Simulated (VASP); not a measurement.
TiN, 2 atoms in the cell. The structure is cubic, space group Fm-3m (No. 225). Conventional cell: a = 4.244 Å, b = 4.244 Å, c = 4.244 Å, α = 90.00°, β = 90.00°, γ = 90.00°. Ti (site symmetry m-3m) has 6 N at 2.12 Å within 2.8 Å. N (site symmetry m-3m) has 6 Ti at 2.12 Å within 2.8 Å. 

```yaml
Program: VASP 6.6.1
Task: single point
Functional: PBEsol
Potentials_or_basis: VASP PAW PBE potentials, release 64 (Ti_sv, N)
Cutoff: 600 eV
k_mesh: 13 × 13 × 13
Occupations: fermi-dirac, width 0.05 eV
Spin: no spin polarisation
Dipole_correction: no
Further_INCAR_settings: ALGO = Normal; EDIFF = 1e-06; NBANDS = 16
```

Potentials or basis: VASP PAW PBE potentials, release 64 (Ti_sv, N).

Run with:

```bash
$ cat potpaw_PBE.64/Ti_sv/POTCAR potpaw_PBE.64/N/POTCAR > POTCAR
$ mpirun -np 1 vasp_std > vasp.out
```

Hardware: 1 thread of Intel Xeon 8259CL, with other jobs on the host.

Estimate the wall time of this run.

Run time: 52 s on 1 thread of Intel Xeon 8259CL (shared host), peak memory 0.16 GiB. Counts: scf iterations 15, k points 84.
